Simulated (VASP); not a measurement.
SnSe: single point with PBEsol

SnSe:

```
Sn Se
1.0
     0.07525    3.01000    3.01000
     3.01000    0.07525    3.01000
     3.08525    3.08525    0.00000
Sn Se
1 1
Direct
  0.00000 0.00000 0.00000
  0.50000 0.50000 0.50000
```

| Property | Result |
| --- | --- |
| Program | VASP 6.6.1 |
| Task | single point |
| Functional | PBEsol |
| Potentials or basis | VASP PAW PBE potentials, release 64 (Sn_d, Se) |
| Cutoff | 520 eV |
| k mesh | 6 × 6 × 6 |
| Occupations | fermi-dirac, width 0.02 eV |
| Spin | no spin polarisation |

```json
{
 "Pressure": "-2.3 GPa",
 "Band gap on the k mesh": "0.42 eV, indirect (least direct gap 0.66 eV)"
}
```

Stress tensor (GPa, compression positive):
```
-2.24 -0.94  0.00
-0.94 -2.24  0.00
 0.00  0.00 -2.29
```

Levels at points of the mesh, in eV from the valence-band top:
| k point | band 6 | band 7 | band 8 | band 9 | band 10 | band 11 | band 12 | band 13 | band 14 | band 15 |
| --- | --- | --- | --- | --- | --- | --- | --- | --- | --- | --- |
| (0.00, 0.00, 0.00) | -13.90 | -5.14 | -2.41 | -2.21 | -1.99 | 4.25 | 4.26 | 4.34 | 5.46 | 5.81 |
| (0.50, 0.00, 0.00) | -12.93 | -8.00 | -2.09 | -1.98 | -0.24 | 0.42 | 1.00 | 1.17 | 8.14 | 9.84 |
| (0.50, 0.50, 0.00) | -12.69 | -6.07 | -5.52 | -3.91 | -3.40 | 2.94 | 5.26 | 5.38 | 5.90 | 10.47 |
| (0.00, 0.00, 0.50) | -12.99 | -8.18 | -1.95 | -1.81 | 0.00 | 0.67 | 1.27 | 1.43 | 8.03 | 9.38 |
| (0.50, 0.00, 0.50) | -12.68 | -6.04 | -5.52 | -3.66 | -3.66 | 2.91 | 5.16 | 5.31 | 5.97 | 10.35 |

Run time: 16 s on 1 thread of AMD EPYC 9R45 96-Core Processor (Zen 5), with other jobs on the host, peak memory 0.17 GiB.

Caveat: the PAW data sets were made with another functional, which shifts forces and pressure a little; spin-orbit coupling is left out, which moves the levels of the heavy elements. A k mesh can miss the band edges.
